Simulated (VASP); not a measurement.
Runs of VASP 6.6.1 on ZnS. The structure is that of space group P6_3mc (No. 186), or close to it. The cells are those of the table. 

| cell | gap on the mesh (eV) | pressure (GPa) | largest force (eV/Å) |
| --- | --- | --- | --- |
| a = 3.944, b = 3.845, c = 6.234 Å, angles 90.0, 90.0, 120.9°, 4 atoms | 2.05 | -0.1 | 0.31 |
| a = 3.773, b = 3.802, c = 6.234 Å, angles 90.0, 90.0, 119.8°, 4 atoms | 2.28 | 3.4 | 0.37 |
| a = 3.849, b = 3.821, c = 6.234 Å, angles 90.0, 90.0, 120.2°, 4 atoms | 2.20 | 1.7 | 0.30 |
| a = 3.697, b = 3.783, c = 6.234 Å, angles 90.0, 90.0, 119.3°, 4 atoms | 2.30 | 5.3 | 0.53 |
| a = 3.925, b = 3.840, c = 6.234 Å, angles 90.0, 90.0, 120.7°, 4 atoms | 2.08 | 0.2 | 0.30 |
| a = 3.887, b = 3.830, c = 6.234 Å, angles 90.0, 90.0, 120.5°, 4 atoms | 2.14 | 0.9 | 0.29 |
| a = 3.659, b = 3.773, c = 6.234 Å, angles 90.0, 90.0, 119.0°, 4 atoms | 2.30 | 6.4 | (a) |
| a = 3.963, b = 3.850, c = 6.234 Å, angles 90.0, 90.0, 121.0°, 4 atoms | 2.02 | -0.4 | 0.32 |
| a = 3.735, b = 3.792, c = 6.234 Å, angles 90.0, 90.0, 119.5°, 4 atoms | 2.29 | (b) | 0.44 |

Alike in all rows: task single point; level PBE; potentials or basis VASP PAW PBE potentials, release 64 (Zn, S); no spin polarisation; k mesh 12 × 12 × 6; cutoff (eV) 520; smearing gaussian 0.05 eV.

Q: Fill in the values left out.

A: (a) 0.63; (b) 4.3.

A k mesh can miss the band edges.
